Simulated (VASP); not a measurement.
Here is a VASP 6.6.1 calculation.

Contents of INCAR:

```
SYSTEM = Co
  ALGO = Normal
  EDIFF = 1E-6
  ENCUT = 520
  GGA = PS
  ISIF = 2
  ISMEAR = 0
  ISPIN = 2
  LASPH = .TRUE.
  LCHARG = .FALSE.
  LMAXMIX = 4
  LORBIT = 11
  LREAL = .FALSE.
  LWAVE = .FALSE.
  MAGMOM = 1.79 1.79
  NBANDS = 20
  NELM = 150
  PREC = Accurate
  SIGMA = 0.1
```

The input KPOINTS:

```
k-points
0
G
  21 21 10
  0 0 0
```

POSCAR

```
Co
1.0
    2.4313544143      0.0000000000      0.0000000000
   -1.2156772072      2.1056146884      0.0000000000
    0.0000000000      0.0000000000      3.9918463769
Co
2
Direct
    0.3333333333      0.6666666667      0.2500000000
    0.6666666667      0.3333333333      0.7500000000
```

Potentials or basis: VASP PAW PBE potentials, release 64 (Co).

Run with:

```sh
$ cat potpaw_PBE.64/Co/POTCAR > POTCAR
$ mpirun -np 1 vasp_std > vasp.out
```

(1) Predict the pressure.

(2) Estimate the net moment.

(3) Estimate the site moments.

Answers

(1) 2.7 GPa.

(2) 3.11 μB per cell.

(3) Co +1.56 μB.

Caveat: the cell differs from its parent crystal (biaxial strain in the a-b plane: -1.0 %); the PAW data sets were made with another functional, which shifts forces and pressure a little.
